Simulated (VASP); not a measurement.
A run of VASP 6.6.1:

INCAR

```
ALGO = Fast
EDIFF = 1E-6
ENCUT = 520
GGA = PE
ISIF = 2
ISMEAR = 0
LASPH = T
LCHARG = F
LREAL = F
LWAVE = F
NBANDS = 62
NELM = 80
PREC = Accurate
SIGMA = 0.1
```

Contents of KPOINTS:

```
k-points
0
Gamma
  8 8 8
```

POSCAR

```
NaRu3W4
1.0
   -3.1331613111      3.1331613111      3.1331613111
    3.1331613111     -3.1331613111      3.1331613111
    3.1331613111      3.1331613111     -3.1331613111
Na Ru W
1 3 4
Direct
    0.0000000000      0.0000000000      0.0000000000
    0.0000000000      0.5000000000      0.5000000000
    0.5000000000      0.0000000000      0.5000000000
    0.5000000000      0.5000000000      0.0000000000
    0.5000000000      0.5000000000      0.5000000000
    0.0000000000      0.0000000000      0.5000000000
    0.0000000000      0.5000000000      0.0000000000
    0.5000000000      0.0000000000      0.0000000000
```

Potentials or basis: VASP PAW PBE potentials, release 64 (Na_pv, Ru_pv, W_sv).

Command:

```sh
$ cat potpaw_PBE.64/Na_pv/POTCAR potpaw_PBE.64/Ru_pv/POTCAR potpaw_PBE.64/W_sv/POTCAR > POTCAR
$ mpirun -np 1 vasp_std > vasp.out
```

Hardware: 1 thread of Intel(R) Xeon(R) 6975P-C (Granite Rapids), on a shared host.

Problem. Estimate the wall time of this run.

Solution. It took 2.5 min on 1 thread of Intel(R) Xeon(R) 6975P-C (Granite Rapids), on a shared host, peak memory 0.35 GiB. Counts: scf iterations 19, k points 29.
